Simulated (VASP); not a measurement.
# SnTe3: single point with PBE

Crystal: SnTe3.

```
CELL_PARAMETERS angstrom
0.00000 3.86130 3.86130
3.86130 0.00000 3.86130
3.86130 3.86130 0.00000
ATOMIC_POSITIONS crystal
Sn 0.00000 0.00000 0.00000
Te 0.50000 0.50000 0.50000
Te 0.75000 0.75000 0.75000
Te 0.25000 0.25000 0.25000
```

The cell was generated, and may not be a known phase.

| Property | Result |
| --- | --- |
| Program | VASP 6.6.1 |
| Task | single point |
| Functional | PBE |
| Potentials or basis | VASP PAW PBE potentials, release 64 (Sn_d, Te) |
| Cutoff | 520 eV |
| k mesh | 10 × 10 × 10 |
| Occupations | gaussian, width 0.1 eV |
| Spin | no spin polarisation |

The pressure is -0.1 GPa and the band gap on the k mesh is zero (bands 16 and 17 overlap by 2.23 eV).

Levels at points of the mesh, in eV from the Fermi level:
| k point | band 13 | band 14 | band 15 | band 16 | band 17 | band 18 | band 19 | band 20 |
| --- | --- | --- | --- | --- | --- | --- | --- | --- |
| (0.00, 0.00, 0.00) | -3.15 | -3.15 | -3.15 | -1.70 | -1.70 | -1.70 | 3.22 | 3.22 |
| (0.50, 0.00, 0.00) | -3.29 | -1.88 | -1.80 | 0.52 | 0.52 | 1.41 | 1.94 | 1.94 |
| (0.50, 0.50, 0.00) | -0.82 | -0.46 | -0.46 | 0.16 | 0.32 | 0.32 | 2.25 | 3.42 |

Wall time 3.9 min on 1 thread of Intel Xeon 8259CL, on a shared host, peak memory 0.33 GiB.

Caveat: spin-orbit coupling is left out, which moves the levels of the heavy elements.
